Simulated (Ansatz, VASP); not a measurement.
Two plane-wave programs on Ru

```
CELL_PARAMETERS angstrom
2.68966 0.00000 0.00000
-1.34483 2.32932 0.00000
0.00000 0.00000 4.25232
ATOMIC_POSITIONS crystal
Ru 0.33333 0.66667 0.25000
Ru 0.66667 0.33333 0.75000
```

Alike in both runs: task single point; functional PBEsol; k mesh 6 × 6 × 4; occupations gaussian, width 0.1 eV; no spin polarisation.

```csv
,VASP,Ansatz
version,VASP 6.6.1,Ansatz 0.2.0
potentials or method,"VASP PAW PBE potentials, release 64 (Ru_pv), cutoff 500 eV","scalar-relativistic, plane waves, PAW"
valence electrons in the cell,28,32
```

Ansatz gave:

- gap on the k mesh at the Fermi level (eV): none
- pressure (GPa): 0.9
- traceless stress, the component that is largest in VASP (GPa): -4.00

**Question.** Estimate VASP's values.

**Answer.** gap on the k mesh at the Fermi level (eV): none; pressure (GPa): 0.8; traceless stress, the component that is largest in VASP (GPa): -3.98.

VASP's potentials were made for PBE, not for PBEsol, and Ansatz warns of the same on its side. A gap of «none» marks a metal or a gap that the smearing closes. VASP's potentials hold 28 valence electrons a cell and Ansatz's 32, so a difference there can come from the potentials and not from the codes.

The k mesh is coarse, so the values compare programs but aren't converged.
